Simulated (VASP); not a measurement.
# SiB4C (P6/mmm) in VASP: further runs

Runs on SiB4C. Level: PBE. Tasks: single point.

Program: VASP 6.6.1. These are calculated values, not measurements. Logs are shortened: lines on timing, memory, paths and dates and some standing lists are left out, and cuts for length are marked.

**1. The cell of the first run**

It takes space group P6/mmm (No. 191, hexagonal). Conventional cell: a = 2.955 Å, b = 2.955 Å, c = 6.251 Å, α = 90.00°, β = 90.00°, γ = 120.00°. Si (site symmetry 6/mmm) has 12 B at 2.35 Å and 6 Si at 2.96 Å and 2 C at 3.13 Å within 3.2 Å. Within 2.4 Å of B (site symmetry 3m) lie 3 B at 1.71 Å and 3 C at 2.28 Å and 3 Si at 2.35 Å. C (site symmetry 6/mmm) has 12 B at 2.28 Å and 6 C at 2.96 Å within 3.0 Å.

The cell was built from a structure type or drawn by symmetry, and may not be a known phase.

**2. Single point, PBE**

The input, INCAR:

```
SYSTEM = SiB4C
  ALGO = Normal
  EDIFF = 1E-6
  ENCUT = 520
  GGA = PE
  ISIF = 2
  ISMEAR = 0
  LASPH = .True.
  LCHARG = .False.
  LREAL = .False.
  LWAVE = .False.
  NBANDS = 19
  NELM = 60
  PREC = Accurate
  SIGMA = 0.1
```

The input, KPOINTS:

```
k-points
0
Gamma
  6 6 4
  0 0 0
```

The input, POSCAR:

```
SiB4C
1.0
    2.9554674888      0.0000000000      0.0000000000
   -1.4777337444      2.5595099253      0.0000000000
    0.0000000000      0.0000000000      6.2508700376
Si B C
1 4 1
Direct
    0.0000000000      0.0000000000      0.5000000000
    0.3333333333      0.6666666667      0.7578810911
    0.3333333333      0.6666666667      0.2421189089
    0.6666666667      0.3333333333      0.7578810911
    0.6666666667      0.3333333333      0.2421189089
    0.0000000000      0.0000000000      0.0000000000
```

Potentials or basis: VASP PAW PBE potentials, release 64 (Si, B, C).

Run with:

```sh
$ cat potpaw_PBE.64/Si/POTCAR potpaw_PBE.64/B/POTCAR potpaw_PBE.64/C/POTCAR > POTCAR
$ mpirun -np 1 vasp_std > vasp.out
```

OUTCAR:

```text
SYSTEM = SiB4C
   EDIFF = 1E-6
   ENCUT = 520
   GGA = PE
   ISIF = 2
   ISMEAR = 0
   LASPH = .True.
   LREAL = .False.
   NELM = 60
   PREC = Accurate

 ion  position               nearest neighbor table
   1  0.000  0.000  0.500-   2 2.35   3 2.35   4 2.35   5 2.35   2 2.35   3 2.35   4 2.35   5 2.35
                             4 2.35   5 2.35   2 2.35   3 2.35
   2  0.333  0.667  0.758-   4 1.71   4 1.71   4 1.71   1 2.35   1 2.35   1 2.35
   3  0.333  0.667  0.242-   5 1.71   5 1.71   5 1.71   1 2.35   1 2.35   1 2.35
   4  0.667  0.333  0.758-   2 1.71   2 1.71   2 1.71   1 2.35   1 2.35   1 2.35
   5  0.667  0.333  0.242-   3 1.71   3 1.71   3 1.71   1 2.35   1 2.35   1 2.35
   6  0.000  0.000  0.000-

  LATTYP: Found a hexagonal cell.
 ALAT       =     2.9554674888
 C/A-ratio  =     2.1150190490

  Lattice vectors:

 A1 = (   2.9554674888,   0.0000000000,   0.0000000000)
 A2 = (  -1.4777337444,   2.5595099253,   0.0000000000)
 A3 = (   0.0000000000,   0.0000000000,   6.2508700376)

Analysis of symmetry for initial positions (statically):
=====================================================================
 Subroutine PRICEL returns:
 Original cell was already a primitive cell.

 Routine SETGRP: Setting up the symmetry group for a
 hexagonal supercell.

 Subroutine GETGRP returns: Found 24 space group operations
 (whereof 24 operations were pure point group operations)
 out of a pool of 24 trial point group operations.

The static configuration has the point symmetry D_6h.

Analysis of symmetry for dynamics (positions and initial velocities):
=====================================================================
 Subroutine PRICEL returns:
 Original cell was already a primitive cell.

 Routine SETGRP: Setting up the symmetry group for a
 hexagonal supercell.

 Subroutine GETGRP returns: Found 24 space group operations
 (whereof 24 operations were pure point group operations)
 out of a pool of 24 trial point group operations.

The dynamic configuration has the point symmetry D_6h.

 Subroutine INISYM returns: Found 24 space group operations
 (whereof 24 operations are pure point group operations),
 and found     1 'primitive' translations

----------------------------------------------------------------------------------------

                                     Primitive cell

  volume of cell :      47.2850

  direct lattice vectors                    reciprocal lattice vectors
     2.955467489  0.000000000  0.000000000     0.338355947  0.195349897  0.000000000
    -1.477733744  2.559509925  0.000000000     0.000000000  0.390699794  0.000000000
     0.000000000  0.000000000  6.250870038     0.000000000  0.000000000  0.159977730

  length of vectors
     2.955467489  2.955467489  6.250870038     0.390699794  0.390699794  0.159977730

  position of ions in fractional coordinates (direct lattice)
     0.000000000  0.000000000  0.500000000
     0.333333333  0.666666667  0.757881091
     0.333333333  0.666666667  0.242118909
     0.666666667  0.333333333  0.757881091
     0.666666667  0.333333333  0.242118909
     0.000000000  0.000000000  0.000000000

  ion indices of the primitive-cell ions
   primitive index   ion index
                 1           1
                 2           2
                 3           3
                 4           4
                 5           5
                 6           6

----------------------------------------------------------------------------------------

 KPOINTS: k-points

Automatic generation of k-mesh.
 Grid dimensions read from file:
 generate k-points for:    6    6    4

 Generating k-lattice:

  Cartesian coordinates                     Fractional coordinates (reciprocal lattice)
     0.056392658  0.032558316  0.000000000     0.166666667  0.000000000  0.000000000
     0.000000000  0.065116632  0.000000000     0.000000000  0.166666667  0.000000000
     0.000000000  0.000000000  0.039994433     0.000000000  0.000000000  0.250000000

  Length of vectors
     0.065116632  0.065116632  0.039994433

  Shift w.r.t. Gamma in fractional coordinates (k-lattice)
     0.000000000  0.000000000  0.000000000

 Subroutine IBZKPT returns following result:
 ===========================================

 Found     21 irreducible k-points:

 Following reciprocal coordinates:
            Coordinates               Weight
  0.000000  0.000000  0.000000      1.000000
  0.166667 -0.000000  0.000000      6.000000
  0.333333 -0.000000  0.000000      6.000000
  0.500000 -0.000000  0.000000      3.000000
  0.166667  0.166667  0.000000      6.000000
  0.333333  0.166667  0.000000     12.000000
[... 13 lines left out ...]
  0.333333  0.166667  0.500000     12.000000
  0.333333  0.333333  0.500000      2.000000
   k-points           NKPTS =     21   k-points in BZ     NKDIM =     21   number of bands    NBANDS=     19
   number of dos      NEDOS =    301   number of ions     NIONS =      6
   total plane-waves  NPLWV =  27648
   dimension x,y,z NGX =    24 NGY =   24 NGZ =   48
   dimension x,y,z NGXF=    48 NGYF=   48 NGZF=   96
   ions per type =               1   4   1
   NGX,Y,Z   is equivalent  to a cutoff of  13.50, 13.50, 12.77 a.u.
   NGXF,Y,Z  is equivalent  to a cutoff of  27.00, 27.00, 25.53 a.u.
 SYSTEM =  SiB4C
   PREC   = accura    normal or accurate (medium, high low for compatibility)
   ISTART =      0    job   : 0-new  1-cont  2-samecut
   ICHARG =      2    charge: 1-file 2-atom 10-const
   ISPIN  =      1    spin polarized calculation?
   LNONCOLLINEAR =      F non collinear calculations
   LSORBIT =      F    spin-orbit coupling
   LASPH  =      T    aspherical Exc in radial PAW
   ENCUT  =  520.0 eV  38.22 Ry    6.18 a.u.   5.50  5.50 11.62*2*pi/ulx,y,z
   NELM   =     60;   NELMIN=  2; NELMDL= -5     # of ELM steps
   EDIFF  = 0.1E-05   stopping-criterion for ELM
   LREAL  =      F    real-space projection
   EDIFFG = 0.1E-04   stopping-criterion for IOM
   NSW    =      0    number of steps for IOM
   IBRION =     -1    ionic relax: 0-MD 1-quasi-New 2-CG
   NFREE  =      0    steps in history (QN), initial steepest desc. (CG)
   ISIF   =      2    stress and relaxation
   ISYM   =      2    0-nonsym 1-usesym 2-fastsym
   POTIM  = 0.5000    time-step for ionic-motion
   TEBEG  =    0.0;   TEEND  =   0.0 temperature during run
   PSTRESS=    0.0 pullay stress
   NELECT =      20.0000    total number of electrons
   NUPDOWN=      -1.0000    fix difference up-down
   EMIN   =  10.00;   EMAX   =-10.00  energy-range for DOS
   EFERMI =   0.00;   METHOD = LEGACY
   ISMEAR =     0;   SIGMA  =   0.10  broadening in eV -4-tet -1-fermi 0-gaus
   EFERMI_NEDOS =   21; number of points for ismear=-14 and -15
   IALGO  =     38    algorithm
   IMIX   =      4    mixing-type and parameters
     AMIX     =   0.40;   BMIX     =  1.00
     AMIX_MAG =   1.60;   BMIX_MAG =  1.00
  volume/ion in A,a.u.               =       7.88        53.18
  Fermi-wavevector in a.u.,A,eV,Ry     =   1.228882  2.322251 20.546866  1.510152
  Thomas-Fermi vector in A             =   2.363791
   LORBIT       =      0    0 simple, 1 ext, 2 COOP (PROOUT), +10 PAW based schemes
   GGA     = PE    functional components
   LHFCALC =     F    Hartree Fock is set to
   AEXX    =    0.0000 exact exchange contribution
   IVDW    =     0    specifies the selected vdW correction
   LEPSILON=     F    determine dielectric tensor
   LRPA    =     F    only Hartree local field effects (RPA)
 non-spin polarized calculation
 Gauss-broadening in eV      SIGMA  =   0.10
  energy-cutoff  :      520.00
  volume of cell :       47.29
 maximum number of plane-waves:      1320
 NGX is ok and might be reduce to    24
   NGX = 11   NGY = 11   NGZ = 23

 number of electron      20.0000000 magnetization

 Free energy of the ion-electron system (eV)
  ---------------------------------------------------
  ext. energy  EPLUGINS =         0.00000000
  ---------------------------------------------------
  free energy    TOTEN  =       -33.79991845 eV

  energy without entropy =      -33.79088835  energy(sigma->0) =      -33.79540340

 E-fermi :   8.5914     XC(G=0): -12.1098

 val. band max:        8.5343630982   @ k =   0.3333   0.1667   0.2500
 cond. band min:       8.6840191221   @ k =   0.1667  -0.0000   0.0000
 fundamental gap:      0.1496560239
 Fermi energy:         8.5913834765

 k-point     1 :       0.0000    0.0000    0.0000
  band No.  band energies     occupation
      1      -7.9534      2.00000
      2      -4.9075      2.00000
      3      -4.4364      2.00000
      4       3.4464      2.00000
      5       6.2410      2.00000
      6       7.6704      2.00000
[... 11 lines left out ...]
     18      15.7754      0.00000
     19      17.3157      0.00000

 k-point     2 :       0.1667   -0.0000    0.0000
  band No.  band energies     occupation
      1      -7.4238      2.00000
      2      -4.4221      2.00000
      3      -3.8827      2.00000
      4       3.9939      2.00000
      5       4.4934      2.00000
      6       5.8808      2.00000
[... 11 lines left out ...]
     18      16.4231      0.00000
     19      17.5106      0.00000

 k-point     3 :       0.3333   -0.0000    0.0000
  band No.  band energies     occupation
      1      -5.8618      2.00000
      2      -2.9802      2.00000
      3      -2.3034      2.00000
      4       0.5021      2.00000
      5       2.6422      2.00000
      6       4.2231      2.00000
[... 11 lines left out ...]
     18      15.9660      0.00000
     19      17.8017      0.00000

 k-point     4 :       0.5000   -0.0000    0.0000
  band No.  band energies     occupation
      1      -3.7911      2.00000
      2      -2.7328      2.00000
      3      -0.9531      2.00000
      4      -0.1905      2.00000
      5       0.0445      2.00000
      6       1.3805      2.00000
[... 11 lines left out ...]
     18      15.5716      0.00000
     19      18.6075      0.00000

 k-point     5 :       0.1667    0.1667    0.0000
  band No.  band energies     occupation
      1      -6.3766      2.00000
      2      -3.4576      2.00000
      3      -2.8038      2.00000
      4       2.5852      2.00000
      5       2.7930      2.00000
      6       4.5179      2.00000
[... 11 lines left out ...]
     18      16.0786      0.00000
     19      17.1987      0.00000

 k-point     6 :       0.3333    0.1667    0.0000
  band No.  band energies     occupation
      1      -4.3663      2.00000
      2      -1.5715      2.00000
      3      -1.4866      2.00000
      4      -0.2634      2.00000
      5       1.2964      2.00000
      6       1.7275      2.00000
[... 11 lines left out ...]
     18      16.2310      0.00000
     19      18.0278      0.00000

 k-point     7 :       0.3333    0.3333    0.0000
  band No.  band energies     occupation
      1      -2.6968      2.00000
      2      -1.3036      2.00000
      3      -1.3036      2.00000
      4       0.2954      2.00000
      5       1.0268      2.00000
      6       1.0268      2.00000
[... 11 lines left out ...]
     18      17.5401      0.00000
     19      19.1302      0.00000

 k-point     8 :       0.0000    0.0000    0.2500
  band No.  band energies     occupation
      1      -7.7540      2.00000
      2      -6.0947      2.00000
      3      -2.8814      2.00000
      4       1.7617      2.00000
      5       7.7517      2.00000
      6       7.7517      2.00000
[... 190 lines left out ...]
 k-point    17 :       0.3333   -0.0000    0.5000
  band No.  band energies     occupation
      1      -5.1074      2.00000
      2      -4.9990      2.00000
      3       0.4019      2.00000
      4       1.0482      2.00000
      5       1.5508      2.00000
      6       2.1416      2.00000
[... 11 lines left out ...]
     18      15.1820      0.00000
     19      18.9115      0.00000

 k-point    18 :       0.5000   -0.0000    0.5000
  band No.  band energies     occupation
      1      -3.2430      2.00000
      2      -2.6356      2.00000
      3      -2.2422      2.00000
      4      -1.5936      2.00000
      5       2.6752      2.00000
      6       4.1257      2.00000
[... 11 lines left out ...]
     18      16.7626      0.00000
     19      16.7817      0.00000

 k-point    19 :       0.1667    0.1667    0.5000
  band No.  band energies     occupation
      1      -5.6480      2.00000
      2      -5.4773      2.00000
      3       0.2033      2.00000
      4       1.4104      2.00000
      5       3.1722      2.00000
      6       3.3670      2.00000
[... 11 lines left out ...]
     18      15.0508      0.00000
     19      17.9350      0.00000

 k-point    20 :       0.3333    0.1667    0.5000
  band No.  band energies     occupation
      1      -3.6395      2.00000
      2      -3.5069      2.00000
      3      -0.3866      2.00000
      4      -0.3802      2.00000
      5       1.9336      2.00000
      6       2.4130      2.00000
[... 11 lines left out ...]
     18      16.6954      0.00000
     19      18.3579      0.00000

 k-point    21 :       0.3333    0.3333    0.5000
  band No.  band energies     occupation
      1      -2.3243      2.00000
      2      -1.1348      2.00000
      3      -0.7865      2.00000
      4      -0.7865      2.00000
      5      -0.2619      2.00000
      6      -0.2619      2.00000
[... 11 lines left out ...]
     18      17.7612      0.00000
     19      19.4297      0.00000

------------------------ aborting loop because EDIFF is reached ----------------------------------------

  FORCE on cell =-STRESS in cart. coord.  units (eV):
  Direction    XX          YY          ZZ          XY          YZ          ZX
  --------------------------------------------------------------------------------------
  -------------------------------------------------------------------------------------
  Total        0.0841071      0.0841071     -0.0059572     -0.0000000     -0.0000000      0.0000000
  in kB        2.8498359      2.8498359     -0.2018486     -0.0000000     -0.0000000      0.0000000
  external PRESSURE =       1.8326078 kB  Pullay stress =       0.0000000 kB

 VOLUME and BASIS-vectors are now :
 -----------------------------------------------------------------------------
  energy-cutoff  :      520.00
  volume of cell :       47.29
      direct lattice vectors                 reciprocal lattice vectors
     2.955467489  0.000000000  0.000000000     0.338355947  0.195349897  0.000000000
    -1.477733744  2.559509925  0.000000000     0.000000000  0.390699794  0.000000000
     0.000000000  0.000000000  6.250870038     0.000000000  0.000000000  0.159977730

 POSITION                                       TOTAL-FORCE (eV/Angst)
 -----------------------------------------------------------------------------------
      0.00000      0.00000      3.12544         0.000000     -0.000000      0.000000
     -0.00000      1.70634      4.73742        -0.000000     -0.000000      0.007876
     -0.00000      1.70634      1.51345        -0.000000      0.000000     -0.007876
      1.47773      0.85317      4.73742         0.000000      0.000000      0.007876
      1.47773      0.85317      1.51345         0.000000     -0.000000     -0.007876
      0.00000      0.00000      0.00000         0.000000     -0.000000      0.000000
 -----------------------------------------------------------------------------------
    total drift:                                0.000000      0.000000     -0.000000

  FREE ENERGIE OF THE ION-ELECTRON SYSTEM (eV)
  ---------------------------------------------------
  free  energy   TOTEN  =       -33.7999184469 eV

  energy  without entropy=      -33.7908883538  energy(sigma->0) =      -33.79540340
```

Run time: 12 s. Hardware: 1 thread of Intel Xeon Platinum 8259CL at 2.50GHz (Skylake/Cascade Lake), shared host; peak memory 0.17 GiB.

Results:

* Free energy: -33.7999 eV
* Pressure: 0.2 GPa
* Largest force: 0.008 eV/Å
* Band gap on the k mesh: zero (bands 10 and 11 overlap by 3.79 eV)

Forces in eV/Å, atoms in the order of the input:
```
Si   0.000  0.000  0.000
B    0.000  0.000  0.008
B    0.000  0.000 -0.008
B    0.000  0.000  0.008
B    0.000  0.000 -0.008
C    0.000  0.000  0.000
```

Caveat: the k points lie up to 0.41 Å⁻¹ apart, too coarse for converged energies and pressures of a metal.

**3. Single point, PBE**

This run uses another cell than the first one, of 8.37 Å³/atom.

The input, INCAR:

```
PREC     = Accurate       # precision mode
ENCUT    = 520            # plane-wave cutoff, eV
EDIFF    = 1E-6           # SCF threshold, eV
ISMEAR   = 0              # smearing method
SIGMA    = 0.1            # smearing width, eV
LREAL    = F              # projectors in reciprocal space
LASPH    = T              # aspherical terms in the spheres
NELM     = 100            # most SCF steps
ALGO     = Normal         # electronic algorithm
ISIF     = 2              # what is computed and relaxed
LWAVE    = F              # write WAVECAR
LCHARG   = F              # write CHGCAR
GGA      = PE             # functional
NBANDS   = 19             # bands
```

The input, KPOINTS:

```
regular mesh
0
Gamma
  6 6 4
```

The input, POSCAR:

```
SiB4C
1.0
    2.9870943600      0.0000000000      0.0000000000
   -1.4935471800      2.5868996000      0.0000000000
    0.0000000000      0.0000000000      6.4957308600
Si B C
1 4 1
Direct
    0.0000000000      0.0000000000      0.5000000000
    0.3333333300      0.6666666700      0.7377485600
    0.3333333300      0.6666666700      0.2622514400
    0.6666666700      0.3333333300      0.7377485600
    0.6666666700      0.3333333300      0.2622514400
    0.0000000000      0.0000000000      0.0000000000
```

Potentials or basis: VASP PAW PBE potentials, release 64 (Si, B, C).

Run with:

```sh
$ cat potpaw_PBE.64/Si/POTCAR potpaw_PBE.64/B/POTCAR potpaw_PBE.64/C/POTCAR > POTCAR
$ mpirun -np 1 vasp_std > vasp.out
```

Wall time 13 s (1 thread of Intel Xeon Platinum 8259CL at 2.50GHz (Skylake/Cascade Lake), shared host); peak memory 0.17 GiB.

The run converged. Its results:

| Item | Value |
| --- | --- |
| Free energy | -33.5789 eV |
| Pressure | -6.0 GPa |
| Largest force | 0.590 eV/Å |
| Band gap on the k mesh | zero (bands 10 and 11 overlap by 3.83 eV) |

Forces in eV/Å, atoms in the order of the input:
```
Si   0.000  0.000  0.000
B    0.000  0.000  0.590
B    0.000  0.000 -0.590
B    0.000  0.000  0.590
B    0.000  0.000 -0.590
C    0.000  0.000  0.000
```

Stress tensor (GPa, compression positive):
```
-6.70  0.00  0.00
 0.00 -6.70  0.00
 0.00  0.00 -4.66
```

Levels at points of the mesh, in eV from the Fermi level:
```
           k point  band 7  band 8  band 9  band 10  band 11  band 12  band 13  band 14
(0.00, 0.00, 0.00)   -1.05   -0.33   -0.33     0.87     0.87     3.37     3.37     4.37
(0.50, 0.00, 0.00)   -4.64   -3.29   -0.88    -0.65     0.01     0.67     1.14     1.60
(0.00, 0.00, 0.50)   -0.44   -0.44    0.14     1.03     1.03     2.11     2.74     2.74
(0.50, 0.00, 0.50)   -4.13   -3.88   -3.83    -3.61     0.66     1.37     2.16     3.23
```

Caveat: the k points lie up to 0.40 Å⁻¹ apart, too coarse for converged energies and pressures of a metal.
